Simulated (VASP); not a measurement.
# AlN (P6_3mc) in VASP: a series of runs

AlN is run at these levels: PBE; tasks: single point.

Everything below comes from runs of VASP 6.6.1. Logs are shortened: lines on timing, memory, paths and dates and some standing lists are left out, and cuts for length are marked.

## (1) The cell of the first run

The structure is hexagonal, space group P6_3mc (No. 186). The conventional cell has a = 3.286 Å, b = 3.286 Å, c = 4.470 Å, α = 90.00°, β = 90.00°, γ = 120.00°. Within 2.3 Å of Al (site symmetry 3m) lie 4 N at 1.70 to 1.97 Å. N (site symmetry 3m) has 4 Al at 1.70 to 1.97 Å within 2.3 Å.

## (2) Single point, PBE

Input file INCAR:

```
SYSTEM = AlN
PREC = Accurate
ENCUT = 600
EDIFF = 1E-6
ISMEAR = 0
SIGMA = 0.05
LREAL = .FALSE.
LASPH = .TRUE.
NELM = 120
ALGO = Normal
ISIF = 2
LWAVE = .FALSE.
LCHARG = .FALSE.
GGA = PE
NBANDS = 16
GGA_COMPAT = .FALSE.
```

Input file KPOINTS:

```
regular mesh
0
G
  7 7 4
  0 0 0
```

Input file POSCAR:

```
AlN
1.0
    3.2862919686      0.0000000000      0.0000000000
   -1.6431459843      2.8460154095      0.0000000000
    0.0000000000      0.0000000000      4.4695365408
Al N
2 2
Direct
    0.3333333333      0.6666666667      0.0000000000
    0.6666666667      0.3333333333      0.5000000000
    0.3333333333      0.6666666667      0.3800000000
    0.6666666667      0.3333333333      0.8800000000
```

Potentials or basis: VASP PAW PBE potentials, release 64 (Al, N).

Command:

```
$ cat potpaw_PBE.64/Al/POTCAR potpaw_PBE.64/N/POTCAR > POTCAR
$ mpirun -np 1 vasp_std > vasp.out
```

OUTCAR:

```text
SYSTEM = AlN
   PREC = Accurate
   ENCUT = 600
   EDIFF = 1E-6
   ISMEAR = 0
   LREAL = .FALSE.
   LASPH = .TRUE.
   NELM = 120
   ISIF = 2
   GGA = PE

 ion  position               nearest neighbor table
   1  0.333  0.667  0.000-   3 1.70   4 1.97   4 1.97   4 1.97   2 2.93   2 2.93   2 2.93   2 2.93
                             2 2.93   2 2.93
   2  0.667  0.333  0.500-   4 1.70   3 1.97   3 1.97   3 1.97   1 2.93   1 2.93   1 2.93   1 2.93
                             1 2.93   1 2.93
   3  0.333  0.667  0.380-   1 1.70   2 1.97   2 1.97   2 1.97
   4  0.667  0.333  0.880-   2 1.70   1 1.97   1 1.97   1 1.97

  LATTYP: Found a hexagonal cell.
 ALAT       =     3.2862919686
 C/A-ratio  =     1.3600546097

  Lattice vectors:

 A1 = (   3.2862919686,   0.0000000000,   0.0000000000)
 A2 = (  -1.6431459843,   2.8460154095,   0.0000000000)
 A3 = (   0.0000000000,   0.0000000000,   4.4695365408)

Analysis of symmetry for initial positions (statically):
=====================================================================
 Subroutine PRICEL returns:
 Original cell was already a primitive cell.

 Routine SETGRP: Setting up the symmetry group for a
 hexagonal supercell.

 Subroutine GETGRP returns: Found 12 space group operations
 (whereof  6 operations were pure point group operations)
 out of a pool of 24 trial point group operations.

The static configuration has the point symmetry C_3v.
 The point group associated with its full space group is C_6v.

Analysis of symmetry for dynamics (positions and initial velocities):
=====================================================================
 Subroutine PRICEL returns:
 Original cell was already a primitive cell.

 Routine SETGRP: Setting up the symmetry group for a
 hexagonal supercell.

 Subroutine GETGRP returns: Found 12 space group operations
 (whereof  6 operations were pure point group operations)
 out of a pool of 24 trial point group operations.

The dynamic configuration has the point symmetry C_3v.
 The point group associated with its full space group is C_6v.

 Subroutine INISYM returns: Found 12 space group operations
 (whereof  6 operations are pure point group operations),
 and found     1 'primitive' translations

----------------------------------------------------------------------------------------

                                     Primitive cell

  volume of cell :      41.8028

  direct lattice vectors                    reciprocal lattice vectors
     3.286291969  0.000000000  0.000000000     0.304294326  0.175684221  0.000000000
    -1.643145984  2.846015410  0.000000000     0.000000000  0.351368442  0.000000000
     0.000000000  0.000000000  4.469536541     0.000000000  0.000000000  0.223736844

  length of vectors
     3.286291969  3.286294636  4.469536541     0.351368727  0.351368442  0.223736844

  position of ions in fractional coordinates (direct lattice)
     0.333333333  0.666666667  0.000000000
     0.666666667  0.333333333  0.500000000
     0.333333333  0.666666667  0.380000000
     0.666666667  0.333333333  0.880000000

  ion indices of the primitive-cell ions
   primitive index   ion index
                 1           1
                 2           2
                 3           3
                 4           4

----------------------------------------------------------------------------------------

 KPOINTS: regular mesh

Automatic generation of k-mesh.
 Grid dimensions read from file:
 generate k-points for:    7    7    4

 Generating k-lattice:

  Cartesian coordinates                     Fractional coordinates (reciprocal lattice)
     0.043470618  0.025097746  0.000000000     0.142857143 -0.000000000  0.000000000
     0.000000000  0.050195492  0.000000000     0.000000000  0.142857143  0.000000000
     0.000000000  0.000000000  0.055934211     0.000000000  0.000000000  0.250000000

  Length of vectors
     0.050195532  0.050195492  0.055934211

  Shift w.r.t. Gamma in fractional coordinates (k-lattice)
     0.000000000  0.000000000  0.000000000

 Subroutine IBZKPT returns following result:
 ===========================================

 Found     24 irreducible k-points:

 Following reciprocal coordinates:
            Coordinates               Weight
  0.000000  0.000000  0.000000      1.000000
  0.142857  0.000000  0.000000      6.000000
  0.285714  0.000000  0.000000      6.000000
  0.428571  0.000000  0.000000      6.000000
  0.142857  0.142857  0.000000      6.000000
  0.285714  0.142857  0.000000     12.000000
[... 16 lines left out ...]
  0.428571  0.142857  0.500000      6.000000
  0.285714  0.285714  0.500000      6.000000
   k-points           NKPTS =     24   k-points in BZ     NKDIM =     24   number of bands    NBANDS=     16
   number of dos      NEDOS =    301   number of ions     NIONS =      4
   total plane-waves  NPLWV =  28224
   dimension x,y,z NGX =    28 NGY =   28 NGZ =   36
   dimension x,y,z NGXF=    56 NGYF=   56 NGZF=   72
   ions per type =               2   2
   NGX,Y,Z   is equivalent  to a cutoff of  14.16, 14.16, 13.39 a.u.
   NGXF,Y,Z  is equivalent  to a cutoff of  28.33, 28.33, 26.78 a.u.
 SYSTEM =  AlN
   PREC   = accura    normal or accurate (medium, high low for compatibility)
   ISTART =      0    job   : 0-new  1-cont  2-samecut
   ICHARG =      2    charge: 1-file 2-atom 10-const
   ISPIN  =      1    spin polarized calculation?
   LNONCOLLINEAR =      F non collinear calculations
   LSORBIT =      F    spin-orbit coupling
   LASPH  =      T    aspherical Exc in radial PAW
   ENCUT  =  600.0 eV  44.10 Ry    6.64 a.u.   6.56  6.56  8.93*2*pi/ulx,y,z
   NELM   =    120;   NELMIN=  2; NELMDL= -5     # of ELM steps
   EDIFF  = 0.1E-05   stopping-criterion for ELM
   LREAL  =      F    real-space projection
   EDIFFG = 0.1E-04   stopping-criterion for IOM
   NSW    =      0    number of steps for IOM
   IBRION =     -1    ionic relax: 0-MD 1-quasi-New 2-CG
   NFREE  =      0    steps in history (QN), initial steepest desc. (CG)
   ISIF   =      2    stress and relaxation
   ISYM   =      2    0-nonsym 1-usesym 2-fastsym
   POTIM  = 0.5000    time-step for ionic-motion
   TEBEG  =    0.0;   TEEND  =   0.0 temperature during run
   PSTRESS=    0.0 pullay stress
   NELECT =      16.0000    total number of electrons
   NUPDOWN=      -1.0000    fix difference up-down
   EMIN   =  10.00;   EMAX   =-10.00  energy-range for DOS
   EFERMI =   0.00;   METHOD = LEGACY
   ISMEAR =     0;   SIGMA  =   0.05  broadening in eV -4-tet -1-fermi 0-gaus
   EFERMI_NEDOS =   21; number of points for ismear=-14 and -15
   IALGO  =     38    algorithm
   IMIX   =      4    mixing-type and parameters
     AMIX     =   0.40;   BMIX     =  1.00
     AMIX_MAG =   1.60;   BMIX_MAG =  1.00
  volume/ion in A,a.u.               =      10.45        70.52
  Fermi-wavevector in a.u.,A,eV,Ry     =   1.188629  2.246182 19.222829  1.412838
  Thomas-Fermi vector in A             =   2.324754
   LORBIT       =      0    0 simple, 1 ext, 2 COOP (PROOUT), +10 PAW based schemes
   GGA     = PE    functional components
   LHFCALC =     F    Hartree Fock is set to
   AEXX    =    0.0000 exact exchange contribution
   IVDW    =     0    specifies the selected vdW correction
   LEPSILON=     F    determine dielectric tensor
   LRPA    =     F    only Hartree local field effects (RPA)
 non-spin polarized calculation
 Gauss-broadening in eV      SIGMA  =   0.05
  energy-cutoff  :      600.00
  volume of cell :       41.80
 maximum number of plane-waves:      1428
 NGX is ok and might be reduce to    28

 number of electron      16.0000000 magnetization

 Free energy of the ion-electron system (eV)
  ---------------------------------------------------
  ext. energy  EPLUGINS =         0.00000000
  ---------------------------------------------------
  free energy    TOTEN  =       -28.71959281 eV

  energy without entropy =      -28.71959281  energy(sigma->0) =      -28.71959281

 E-fermi :   6.6730     XC(G=0): -10.8826

 val. band max:        6.3774952300   @ k =   0.0000   0.0000   0.0000
 cond. band min:      10.1951130646   @ k =   0.0000   0.0000   0.0000
 fundamental gap:      3.8176178346
 Fermi energy:         6.6729773407

 k-point     1 :       0.0000    0.0000    0.0000
  band No.  band energies     occupation
      1      -9.1021      2.00000
      2      -6.2747      2.00000
      3       0.6967      2.00000
      4       4.6261      2.00000
      5       4.6261      2.00000
      6       5.8255      2.00000
[... 8 lines left out ...]
     15      18.7190      0.00000
     16      19.6374      0.00000

 k-point     2 :       0.1429    0.0000    0.0000
  band No.  band energies     occupation
      1      -8.8794      2.00000
      2      -6.2246      2.00000
      3       0.9529      2.00000
      4       3.7045      2.00000
      5       4.3181      2.00000
      6       4.8850      2.00000
[... 8 lines left out ...]
     15      18.5357      0.00000
     16      18.7639      0.00000

 k-point     3 :       0.2857    0.0000    0.0000
  band No.  band energies     occupation
      1      -8.2713      2.00000
      2      -6.1820      2.00000
      3       1.6542      2.00000
      4       2.0974      2.00000
      5       3.5791      2.00000
      6       3.7929      2.00000
[... 8 lines left out ...]
     15      18.5156      0.00000
     16      18.9050      0.00000

 k-point     4 :       0.4286    0.0000    0.0000
  band No.  band energies     occupation
      1      -7.5319      2.00000
      2      -6.3648      2.00000
      3       1.0168      2.00000
      4       2.6363      2.00000
      5       2.7333      2.00000
      6       3.4558      2.00000
[... 8 lines left out ...]
     15      19.2784      0.00000
     16      20.5353      0.00000
[... 324 lines left out ...]
 k-point    22 :       0.2857    0.1429    0.5000
  band No.  band energies     occupation
      1      -7.0050      2.00000
      2      -7.0050      2.00000
      3       1.0405      2.00000
      4       1.0405      2.00000
      5       3.7562      2.00000
      6       3.7562      2.00000
[... 8 lines left out ...]
     15      19.3325      0.00000
     16      19.3325      0.00000

 k-point    23 :       0.4286    0.1429    0.5000
  band No.  band energies     occupation
      1      -6.7741      2.00000
      2      -6.7741      2.00000
      3       0.6045      2.00000
      4       0.6045      2.00000
      5       3.4737      2.00000
      6       3.4737      2.00000
[... 8 lines left out ...]
     15      19.7420      0.00000
     16      19.7420      0.00000

 k-point    24 :       0.2857    0.2857    0.5000
  band No.  band energies     occupation
      1      -6.7250      2.00000
      2      -6.7250      2.00000
      3       0.8869      2.00000
      4       0.8869      2.00000
      5       2.6843      2.00000
      6       2.6843      2.00000
[... 8 lines left out ...]
     15      20.0757      0.00000
     16      20.0757      0.00000

------------------------ aborting loop because EDIFF is reached ----------------------------------------

  FORCE on cell =-STRESS in cart. coord.  units (eV):
  Direction    XX          YY          ZZ          XY          YZ          ZX
  --------------------------------------------------------------------------------------
  -------------------------------------------------------------------------------------
  Total       -3.9023717     -3.9023801     15.7202065      0.0000000      0.0000000      0.0000000
  in kB     -149.5661543   -149.5664780    602.5081738      0.0000000      0.0000000      0.0000000
  external PRESSURE =     101.1251805 kB  Pullay stress =       0.0000000 kB

 VOLUME and BASIS-vectors are now :
 -----------------------------------------------------------------------------
  energy-cutoff  :      600.00
  volume of cell :       41.80
      direct lattice vectors                 reciprocal lattice vectors
     3.286291969  0.000000000  0.000000000     0.304294326  0.175684221  0.000000000
    -1.643145984  2.846015410  0.000000000     0.000000000  0.351368442  0.000000000
     0.000000000  0.000000000  4.469536541     0.000000000  0.000000000  0.223736844

 POSITION                                       TOTAL-FORCE (eV/Angst)
 -----------------------------------------------------------------------------------
     -0.00000      1.89734      0.00000         0.000000     -0.000000     -3.862538
      1.64315      0.94867      2.23477         0.000000      0.000000     -3.862538
     -0.00000      1.89734      1.69842        -0.000000     -0.000000      3.862538
      1.64315      0.94867      3.93319         0.000000      0.000000      3.862538
 -----------------------------------------------------------------------------------
    total drift:                               -0.000000      0.000000      0.000390

  FREE ENERGIE OF THE ION-ELECTRON SYSTEM (eV)
  ---------------------------------------------------
  free  energy   TOTEN  =       -28.7195928112 eV

  energy  without entropy=      -28.7195928112  energy(sigma->0) =      -28.71959281
```

It took 14 s on 1 thread of Intel Xeon Platinum 8488C (Sapphire Rapids), shared host; peak memory 0.16 GiB.

What came out:

- Free energy: -28.7196 eV
- Pressure: 10.1 GPa
- Largest force: 3.863 eV/Å
- Band gap on the k mesh: 3.82 eV

Forces on the atoms (eV/Å):
```
Al   0.000  0.000 -3.863
Al   0.000  0.000 -3.863
N    0.000  0.000  3.863
N    0.000  0.000  3.863
```

Levels at points of the mesh, in eV from the valence-band top:
```
           k point  band 6  band 7  band 8  band 9  band 10  band 11
(0.00, 0.00, 0.00)   -0.55   -0.55    0.00    3.82     5.07     9.55
(0.00, 0.00, 0.50)   -1.17   -1.17   -1.17    5.66     5.66     9.83
```

Caveat: the stress differs along the axes, from -15 to 60 GPa; forces of over 1 eV/Å act on the atoms, so gaps and moduli don't describe the material at rest.

## (3) Single point, PBE

This run uses another cell than the first one, of the same volume but with other edges.

Input file INCAR:

```
PREC = Accurate ; ENCUT = 600
EDIFF = 1E-6 ; ISMEAR = 0
SIGMA = 0.05 ; LREAL = F
LASPH = T ; NELM = 120
ALGO = Normal ; ISIF = 2
LWAVE = F ; LCHARG = T
GGA = PE ; LELF = T
LVHAR = T ; NBANDS = 16
GGA_COMPAT = F
```

Input file KPOINTS:

```
regular mesh
0
Gamma
  7 7 4
```

Input file POSCAR:

```
AlN
1.0
    3.2393385055      0.0000000000      0.0000000000
   -1.6196692528      2.8053524737      0.0000000000
    0.0000000000      0.0000000000      4.6000453816
Al N
2 2
Direct
    0.3333333333      0.6666666667      0.0000000000
    0.6666666667      0.3333333333      0.5000000000
    0.3333333333      0.6666666667      0.3800000000
    0.6666666667      0.3333333333      0.8800000000
```

Potentials or basis: VASP PAW PBE potentials, release 64 (Al, N).

Command:

```
$ cat potpaw_PBE.64/Al/POTCAR potpaw_PBE.64/N/POTCAR > POTCAR
$ mpirun -np 1 vasp_std > vasp.out
```

Run time: 15 s. Hardware: 1 thread of Intel Xeon Platinum 8488C (Sapphire Rapids), shared host; peak memory 0.17 GiB.

Results (log left out):

* Free energy: -29.2052 eV
* Pressure: 6.7 GPa
* Largest force: 2.488 eV/Å
* Band gap on the k mesh: 3.90 eV

Forces in eV/Å, atoms in the order of the input:
```
Al   0.000  0.000 -2.488
Al   0.000  0.000 -2.488
N    0.000  0.000  2.488
N    0.000  0.000  2.488
```

Stress tensor (GPa, compression positive):
```
-11.35   0.00   0.00
  0.00 -11.35   0.00
  0.00   0.00  42.94
```

Levels at points of the mesh, in eV from the valence-band top:
| k point | band 4 | band 5 | band 6 | band 7 | band 8 | band 9 | band 10 | band 11 | band 12 | band 13 |
| --- | --- | --- | --- | --- | --- | --- | --- | --- | --- | --- |
| (0.00, 0.00, 0.00) | -1.56 | -1.56 | -0.52 | -0.52 | 0.00 | 3.90 | 5.39 | 9.89 | 9.89 | 10.93 |
| (0.00, 0.00, 0.50) | -3.14 | -1.06 | -1.06 | -1.06 | -1.06 | 5.78 | 5.78 | 10.19 | 10.19 | 10.19 |

Caveat: the stress differs along the axes, from -11 to 43 GPa; forces of over 1 eV/Å act on the atoms, so gaps and moduli don't describe the material at rest.

(Continued in part 2 of 2.)
